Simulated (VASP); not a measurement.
# BeTe (P6_3/mmc) in VASP: notebook

BeTe is run at these levels: PBE, PBEsol, r2SCAN; tasks: single point.

Program: VASP 6.6.1. These are calculated values, not measurements. Logs are shortened: lines on timing, memory, paths and dates and some standing lists are left out, and cuts for length are marked.

### Step 1. The cell of the first run

The structure is hexagonal, space group P6_3/mmc (No. 194). The conventional cell has a = 4.031 Å, b = 4.031 Å, c = 8.144 Å, α = 90.00°, β = 90.00°, γ = 120.00°. Be (site symmetry -6m2) has 3 Te at 2.33 Å within 3.1 Å. Within 3.1 Å of Te (site symmetry -6m2) lie 3 Be at 2.33 Å.

### Step 2. Single point, PBE

File INCAR:

```
  PREC = Accurate
  ENCUT = 520
  EDIFF = 1E-6
  ISMEAR = 0
  SIGMA = 0.01
  LREAL = F
  LASPH = T
  NELM = 60
  ALGO = Normal
  ISIF = 2
  LWAVE = F
  LCHARG = F
  GGA = PE
  NBANDS = 16
```

File KPOINTS:

```
regular mesh
0
Gamma
  6 6 2
```

File POSCAR:

```
BeTe
1.0
    4.0308527370      0.0000000000      0.0000000000
   -2.0154263685      3.4908208692      0.0000000000
    0.0000000000      0.0000000000      8.1440451829
Be Te
2 2
Direct
    0.3333333333      0.6666666667      0.2500000000
    0.6666666667      0.3333333333      0.7500000000
    0.6666666667      0.3333333333      0.2500000000
    0.3333333333      0.6666666667      0.7500000000
```

Potentials or basis: VASP PAW PBE potentials, release 64 (Be, Te).

Launch:

```console
$ cat potpaw_PBE.64/Be/POTCAR potpaw_PBE.64/Te/POTCAR > POTCAR
$ mpirun -np 1 vasp_std > vasp.out
```

OUTCAR:

```text
PREC = Accurate
   ENCUT = 520
   EDIFF = 1E-6
   ISMEAR = 0
   LREAL = F
   LASPH = T
   NELM = 60
   ISIF = 2
   GGA = PE

 ion  position               nearest neighbor table
   1  0.333  0.667  0.250-   3 2.33   3 2.33   3 2.33
   2  0.667  0.333  0.750-   4 2.33   4 2.33   4 2.33
   3  0.667  0.333  0.250-   1 2.33   1 2.33   1 2.33
   4  0.333  0.667  0.750-   2 2.33   2 2.33   2 2.33

  LATTYP: Found a hexagonal cell.
 ALAT       =     4.0308527370
 C/A-ratio  =     2.0204273672

  Lattice vectors:

 A1 = (   4.0308527370,   0.0000000000,   0.0000000000)
 A2 = (  -2.0154263685,   3.4908208692,   0.0000000000)
 A3 = (   0.0000000000,   0.0000000000,   8.1440451829)

Analysis of symmetry for initial positions (statically):
=====================================================================
 Subroutine PRICEL returns:
 Original cell was already a primitive cell.

 Routine SETGRP: Setting up the symmetry group for a
 hexagonal supercell.

 Subroutine GETGRP returns: Found 24 space group operations
 (whereof 12 operations were pure point group operations)
 out of a pool of 24 trial point group operations.

The static configuration has the point symmetry D_3d.
 The point group associated with its full space group is D_6h.

Analysis of symmetry for dynamics (positions and initial velocities):
=====================================================================
 Subroutine PRICEL returns:
 Original cell was already a primitive cell.

 Routine SETGRP: Setting up the symmetry group for a
 hexagonal supercell.

 Subroutine GETGRP returns: Found 24 space group operations
 (whereof 12 operations were pure point group operations)
 out of a pool of 24 trial point group operations.

The dynamic configuration has the point symmetry D_3d.
 The point group associated with its full space group is D_6h.

 Subroutine INISYM returns: Found 24 space group operations
 (whereof 12 operations are pure point group operations),
 and found     1 'primitive' translations

----------------------------------------------------------------------------------------

                                     Primitive cell

  volume of cell :     114.5947

  direct lattice vectors                    reciprocal lattice vectors
     4.030852737  0.000000000  0.000000000     0.248086463  0.143232786  0.000000000
    -2.015426369  3.490820869  0.000000000     0.000000000  0.286465573  0.000000000
     0.000000000  0.000000000  8.144045183     0.000000000  0.000000000  0.122789103

  length of vectors
     4.030852737  4.030852737  8.144045183     0.286465573  0.286465573  0.122789103

  position of ions in fractional coordinates (direct lattice)
     0.333333333  0.666666667  0.250000000
     0.666666667  0.333333333  0.750000000
     0.666666667  0.333333333  0.250000000
     0.333333333  0.666666667  0.750000000

  ion indices of the primitive-cell ions
   primitive index   ion index
                 1           1
                 2           2
                 3           3
                 4           4

----------------------------------------------------------------------------------------

 KPOINTS: regular mesh

Automatic generation of k-mesh.
 Grid dimensions read from file:
 generate k-points for:    6    6    2

 Generating k-lattice:

  Cartesian coordinates                     Fractional coordinates (reciprocal lattice)
     0.041347744  0.023872131  0.000000000     0.166666667  0.000000000  0.000000000
     0.000000000  0.047744262  0.000000000     0.000000000  0.166666667  0.000000000
     0.000000000  0.000000000  0.061394551     0.000000000  0.000000000  0.500000000

  Length of vectors
     0.047744262  0.047744262  0.061394551

  Shift w.r.t. Gamma in fractional coordinates (k-lattice)
     0.000000000  0.000000000  0.000000000

 Subroutine IBZKPT returns following result:
 ===========================================

 Found     14 irreducible k-points:

 Following reciprocal coordinates:
            Coordinates               Weight
  0.000000  0.000000  0.000000      1.000000
  0.166667 -0.000000  0.000000      6.000000
  0.333333  0.000000  0.000000      6.000000
  0.500000 -0.000000  0.000000      3.000000
  0.166667  0.166667  0.000000      6.000000
  0.333333  0.166667  0.000000     12.000000
  0.333333  0.333333  0.000000      2.000000
  0.000000  0.000000  0.500000      1.000000
  0.166667 -0.000000  0.500000      6.000000
  0.333333  0.000000  0.500000      6.000000
  0.500000 -0.000000  0.500000      3.000000
  0.166667  0.166667  0.500000      6.000000
  0.333333  0.166667  0.500000     12.000000
  0.333333  0.333333  0.500000      2.000000
   k-points           NKPTS =     14   k-points in BZ     NKDIM =     14   number of bands    NBANDS=     16
   number of dos      NEDOS =    301   number of ions     NIONS =      4
   total plane-waves  NPLWV =  57600
   dimension x,y,z NGX =    30 NGY =   30 NGZ =   64
   dimension x,y,z NGXF=    60 NGYF=   60 NGZF=  128
   ions per type =               2   2
   NGX,Y,Z   is equivalent  to a cutoff of  12.37, 12.37, 13.06 a.u.
   NGXF,Y,Z  is equivalent  to a cutoff of  24.75, 24.75, 26.13 a.u.
 SYSTEM =  unknown system
   PREC   = accura    normal or accurate (medium, high low for compatibility)
   ISTART =      0    job   : 0-new  1-cont  2-samecut
   ICHARG =      2    charge: 1-file 2-atom 10-const
   ISPIN  =      1    spin polarized calculation?
   LNONCOLLINEAR =      F non collinear calculations
   LSORBIT =      F    spin-orbit coupling
   LASPH  =      T    aspherical Exc in radial PAW
   ENCUT  =  520.0 eV  38.22 Ry    6.18 a.u.   7.49  7.49 15.14*2*pi/ulx,y,z
   NELM   =     60;   NELMIN=  2; NELMDL= -5     # of ELM steps
   EDIFF  = 0.1E-05   stopping-criterion for ELM
   LREAL  =      F    real-space projection
   EDIFFG = 0.1E-04   stopping-criterion for IOM
   NSW    =      0    number of steps for IOM
   IBRION =     -1    ionic relax: 0-MD 1-quasi-New 2-CG
   NFREE  =      0    steps in history (QN), initial steepest desc. (CG)
   ISIF   =      2    stress and relaxation
   ISYM   =      2    0-nonsym 1-usesym 2-fastsym
   POTIM  = 0.5000    time-step for ionic-motion
   TEBEG  =    0.0;   TEEND  =   0.0 temperature during run
   PSTRESS=    0.0 pullay stress
   NELECT =      16.0000    total number of electrons
[... 41 lines left out ...]
 fundamental gap:      2.7270536814
 Fermi energy:         2.4102685270

 k-point     1 :       0.0000    0.0000    0.0000
  band No.  band energies     occupation
      1      -8.7836      2.00000
      2      -8.4913      2.00000
      3      -0.6609      2.00000
      4       1.6433      2.00000
      5       1.6433      2.00000
      6       1.6510      2.00000
[... 8 lines left out ...]
     15       7.8105      0.00000
     16       8.7128      0.00000

 k-point     2 :       0.1667   -0.0000    0.0000
  band No.  band energies     occupation
      1      -8.5885      2.00000
      2      -8.3146      2.00000
      3      -0.3704      2.00000
      4       0.3099      2.00000
      5       0.5007      2.00000
      6       1.1881      2.00000
[... 8 lines left out ...]
     15       8.2781      0.00000
     16       8.6154      0.00000

 k-point     3 :       0.3333    0.0000    0.0000
  band No.  band energies     occupation
      1      -8.1094      2.00000
      2      -7.9050      2.00000
      3      -1.5088      2.00000
      4      -1.3256      2.00000
      5       0.4338      2.00000
      6       0.5209      2.00000
[... 8 lines left out ...]
     15      10.3457      0.00000
     16      10.3587      0.00000

 k-point     4 :       0.5000   -0.0000    0.0000
  band No.  band energies     occupation
      1      -7.7824      2.00000
      2      -7.6761      2.00000
      3      -2.2804      2.00000
      4      -2.1331      2.00000
      5       0.2540      2.00000
      6       0.4803      2.00000
[... 8 lines left out ...]
     15      10.0321      0.00000
     16      10.5769      0.00000

 k-point     5 :       0.1667    0.1667    0.0000
  band No.  band energies     occupation
      1      -8.2463      2.00000
      2      -8.0162      2.00000
      3      -0.8822      2.00000
      4      -0.7608      2.00000
      5       0.1831      2.00000
      6       0.3268      2.00000
[... 8 lines left out ...]
     15       8.4795      0.00000
     16       9.4021      0.00000

 k-point     6 :       0.3333    0.1667    0.0000
  band No.  band energies     occupation
      1      -7.7998      2.00000
      2      -7.6760      2.00000
      3      -1.9387      2.00000
      4      -1.8122      2.00000
      5      -0.4225      2.00000
      6      -0.1824      2.00000
[... 8 lines left out ...]
     15       9.5687      0.00000
     16      10.2971      0.00000

 k-point     7 :       0.3333    0.3333    0.0000
  band No.  band energies     occupation
      1      -7.5909      2.00000
      2      -7.5909      2.00000
      3      -1.7265      2.00000
      4      -1.7265      2.00000
      5      -1.3662      2.00000
      6      -1.0508      2.00000
[... 8 lines left out ...]
     15       9.8373      0.00000
     16       9.8373      0.00000

 k-point     8 :       0.0000    0.0000    0.5000
  band No.  band energies     occupation
      1      -8.6441      2.00000
      2      -8.6441      2.00000
      3       0.2805      2.00000
      4       0.2805      2.00000
      5       1.7303      2.00000
      6       1.7303      2.00000
[... 8 lines left out ...]
     15       9.0766      0.00000
     16       9.0766      0.00000

 k-point     9 :       0.1667   -0.0000    0.5000
  band No.  band energies     occupation
      1      -8.4572      2.00000
      2      -8.4572      2.00000
      3       0.2588      2.00000
      4       0.2588      2.00000
      5       0.7100      2.00000
      6       0.7100      2.00000
[... 8 lines left out ...]
     15       8.3482      0.00000
     16       8.3482      0.00000

 k-point    10 :       0.3333    0.0000    0.5000
  band No.  band energies     occupation
      1      -8.0100      2.00000
      2      -8.0100      2.00000
      3      -1.4490      2.00000
      4      -1.4490      2.00000
      5       0.6287      2.00000
      6       0.6287      2.00000
[... 8 lines left out ...]
     15      10.5621      0.00000
     16      10.5621      0.00000

 k-point    11 :       0.5000   -0.0000    0.5000
  band No.  band energies     occupation
      1      -7.7293      2.00000
      2      -7.7293      2.00000
      3      -2.2361      2.00000
      4      -2.2361      2.00000
      5       0.3639      2.00000
      6       0.3639      2.00000
[... 8 lines left out ...]
     15      11.6215      0.00000
     16      11.6215      0.00000

 k-point    12 :       0.1667    0.1667    0.5000
  band No.  band energies     occupation
      1      -8.1351      2.00000
      2      -8.1351      2.00000
      3      -0.8567      2.00000
      4      -0.8567      2.00000
      5       0.4122      2.00000
      6       0.4122      2.00000
[... 8 lines left out ...]
     15      10.1927      0.00000
     16      10.1927      0.00000

 k-point    13 :       0.3333    0.1667    0.5000
  band No.  band energies     occupation
      1      -7.7384      2.00000
      2      -7.7384      2.00000
      3      -1.9041      2.00000
      4      -1.9041      2.00000
      5      -0.3157      2.00000
      6      -0.3157      2.00000
[... 8 lines left out ...]
     15      10.1266      0.00000
     16      10.1266      0.00000

 k-point    14 :       0.3333    0.3333    0.5000
  band No.  band energies     occupation
      1      -7.5901      2.00000
      2      -7.5901      2.00000
      3      -1.7638      2.00000
      4      -1.7638      2.00000
      5      -1.2156      2.00000
      6      -1.2156      2.00000
[... 8 lines left out ...]
     15      10.0736      0.00000
     16      10.0736      0.00000

------------------------ aborting loop because EDIFF is reached ----------------------------------------

  FORCE on cell =-STRESS in cart. coord.  units (eV):
  Direction    XX          YY          ZZ          XY          YZ          ZX
  --------------------------------------------------------------------------------------
  -------------------------------------------------------------------------------------
  Total        0.3806671      0.3806671      0.1496916     -0.0000000     -0.0000000     -0.0000000
  in kB        5.3222011      5.3222011      2.0928749     -0.0000000     -0.0000000     -0.0000000
  external PRESSURE =       4.2457591 kB  Pullay stress =       0.0000000 kB

 VOLUME and BASIS-vectors are now :
 -----------------------------------------------------------------------------
  energy-cutoff  :      520.00
  volume of cell :      114.59
      direct lattice vectors                 reciprocal lattice vectors
     4.030852737  0.000000000  0.000000000     0.248086463  0.143232786  0.000000000
    -2.015426369  3.490820869  0.000000000     0.000000000  0.286465573  0.000000000
     0.000000000  0.000000000  8.144045183     0.000000000  0.000000000  0.122789103

 POSITION                                       TOTAL-FORCE (eV/Angst)
 -----------------------------------------------------------------------------------
     -0.00000      2.32721      2.03601         0.000000     -0.000000      0.000000
      2.01543      1.16361      6.10803        -0.000000      0.000000      0.000000
      2.01543      1.16361      2.03601        -0.000000     -0.000000      0.000000
     -0.00000      2.32721      6.10803         0.000000     -0.000000      0.000000
 -----------------------------------------------------------------------------------
    total drift:                               -0.000000      0.000000     -0.000000

  FREE ENERGIE OF THE ION-ELECTRON SYSTEM (eV)
  ---------------------------------------------------
  free  energy   TOTEN  =       -14.2804940314 eV

  energy  without entropy=      -14.2804940314  energy(sigma->0) =      -14.28049403
```

Wall time 25 s (1 thread of Intel Xeon 6975P-C, shared host); peak memory 0.24 GiB.

What came out:

```
Free energy            : -14.2805 eV
Pressure               : 0.4 GPa
Band gap on the k mesh : 2.73 eV, indirect (least direct gap 2.88 eV)
```

Stress tensor (GPa, compression positive):
```
0.53 0.00 0.00
0.00 0.53 0.00
0.00 0.00 0.21
```

Levels at points of the mesh, in eV from the valence-band top:
```
           k point  band 6  band 7  band 8  band 9  band 10  band 11
(0.00, 0.00, 0.00)   -0.69   -0.52   -0.52    3.52     3.58     4.55
(0.50, 0.00, 0.00)   -1.86   -1.16   -0.10    2.78     3.03     3.53
(0.00, 0.00, 0.50)   -0.61   -0.61   -0.61    3.78     3.78     4.71
(0.50, 0.00, 0.50)   -1.98   -0.49   -0.49    2.82     2.82     3.29
```

Caveat: spin-orbit coupling is left out, which moves the levels of the heavy elements. As with any semilocal functional, this PBE gap is likely too small.

### Step 3. Single point, PBEsol

File INCAR:

```
SYSTEM = BeTe
PREC = Accurate
ENCUT = 520
EDIFF = 1E-6
ISMEAR = 0
SIGMA = 0.01
LREAL = .False.
LASPH = .True.
NELM = 60
ALGO = Normal
ISIF = 2
LWAVE = .False.
LCHARG = .False.
GGA = PS
NBANDS = 16
```

File KPOINTS:

```
regular mesh
0
Gamma
  6 6 2
  0 0 0
```

POSCAR is that of step 2.

Potentials or basis: VASP PAW PBE potentials, release 64 (Be, Te).

Launch:

```console
$ cat potpaw_PBE.64/Be/POTCAR potpaw_PBE.64/Te/POTCAR > POTCAR
$ mpirun -np 1 vasp_std > vasp.out
```

Wall time 23 s (1 thread of Intel Xeon 6975P-C, shared host); peak memory 0.23 GiB.

It converged, with:

```yaml
Free_energy: -15.2540 eV
Pressure: -0.7 GPa
Band_gap_on_the_k_mesh: 2.68 eV, indirect (least direct gap 2.84 eV)
```

Stress tensor (GPa, compression positive):
```
-0.72  0.00  0.00
 0.00 -0.72  0.00
 0.00  0.00 -0.79
```

Levels at points of the mesh, in eV from the valence-band top:
| k point | band 5 | band 6 | band 7 | band 8 | band 9 | band 10 | band 11 | band 12 |
| --- | --- | --- | --- | --- | --- | --- | --- | --- |
| (0.00, 0.00, 0.00) | -0.69 | -0.69 | -0.51 | -0.51 | 3.41 | 3.56 | 4.54 | 4.54 |
| (0.50, 0.00, 0.00) | -2.08 | -1.85 | -1.18 | -0.11 | 2.73 | 2.98 | 3.49 | 4.06 |
| (0.00, 0.00, 0.50) | -0.60 | -0.60 | -0.60 | -0.60 | 3.75 | 3.75 | 4.70 | 4.70 |
| (0.50, 0.00, 0.50) | -1.97 | -1.97 | -0.50 | -0.50 | 2.76 | 2.76 | 3.25 | 3.25 |

Caveat: the PAW data sets were made with another functional, which shifts forces and pressure a little; spin-orbit coupling is left out, which moves the levels of the heavy elements. As with any semilocal functional, this PBEsol gap is likely too small.

### Step 4. Single point, r2SCAN

POSCAR is that of step 3.

File INCAR.step1:

```
ALGO = Normal ; EDIFF = 1E-4
ENCUT = 520 ; GGA = PE
ISMEAR = 0 ; LASPH = T
LCHARG = F ; LREAL = F
LWAVE = T ; NBANDS = 16
NELM = 100 ; PREC = Accurate
SIGMA = 0.01
```

File INCAR.step2:

```
ALGO = Normal ; EDIFF = 1E-6
ENCUT = 520 ; ISIF = 2
ISMEAR = 0 ; ISTART = 1
LASPH = T ; LCHARG = T
LELF = T ; LMIXTAU = T
LREAL = F ; LVHAR = T
LWAVE = F ; METAGGA = R2SCAN
NBANDS = 16 ; NELM = 100
PREC = Accurate ; SIGMA = 0.01
```

File KPOINTS:

```
k-points
0
Gamma
  6 6 2
```

Launch:

```console
$ cat potpaw_PBE.64/Be/POTCAR potpaw_PBE.64/Te/POTCAR > POTCAR
$ cp INCAR.step1 INCAR
$ mpirun -np 1 vasp_std > vasp.out
$ cp INCAR.step2 INCAR
$ mpirun -np 1 vasp_std > vasp.out
```

Run time: 79 s. Hardware: 1 thread of Intel Xeon 6975P-C, shared host; peak memory 0.26 GiB.

It converged, with:

```
Free energy            : -60.4430 eV
Pressure               : 0.1 GPa
Band gap on the k mesh : 3.23 eV, indirect (least direct gap 3.33 eV)
```

Stress tensor (GPa, compression positive):
```
 0.09  0.00  0.00
 0.00  0.09  0.00
 0.00  0.00 -0.04
```

Levels at points of the mesh, in eV from the valence-band top:
| k point | band 5 | band 6 | band 7 | band 8 | band 9 | band 10 | band 11 | band 12 |
| --- | --- | --- | --- | --- | --- | --- | --- | --- |
| (0.00, 0.00, 0.00) | -0.70 | -0.69 | -0.51 | -0.51 | 4.19 | 4.19 | 4.97 | 4.97 |
| (0.50, 0.00, 0.00) | -2.15 | -1.91 | -1.15 | -0.10 | 3.23 | 3.45 | 4.02 | 4.60 |
| (0.00, 0.00, 0.50) | -0.61 | -0.61 | -0.61 | -0.61 | 4.42 | 4.42 | 5.14 | 5.14 |
| (0.50, 0.00, 0.50) | -2.03 | -2.03 | -0.49 | -0.49 | 3.27 | 3.27 | 3.74 | 3.74 |

Caveat: the PAW data sets were made with another functional, which shifts forces and pressure a little; spin-orbit coupling is left out, which moves the levels of the heavy elements.

### Step 5. Overview

```csv
level,gap on the mesh (eV),pressure (GPa)
PBE,2.73,0.4
PBEsol,2.68,-0.7
r2SCAN,3.23,0.1
```

Alike in all rows: task single point; potentials or basis VASP PAW PBE potentials, release 64 (Be, Te); no spin polarisation; cell as given; k mesh 6 × 6 × 2; cutoff (eV) 520; smearing gaussian 0.01 eV.

On the cell as given the gap runs from 2.68 eV (PBEsol) to 3.23 eV (r2SCAN). The pressure there spans -0.7 GPa (PBEsol) to 0.4 GPa (PBE); a positive pressure means that this level wants a larger cell, a negative one a smaller.

Caveats: spin-orbit coupling is left out, which moves the levels of the heavy elements; the PAW data sets were made with another functional, which shifts forces and pressure a little (some runs).

Absolute energies hang on the potentials; compare differences alone.
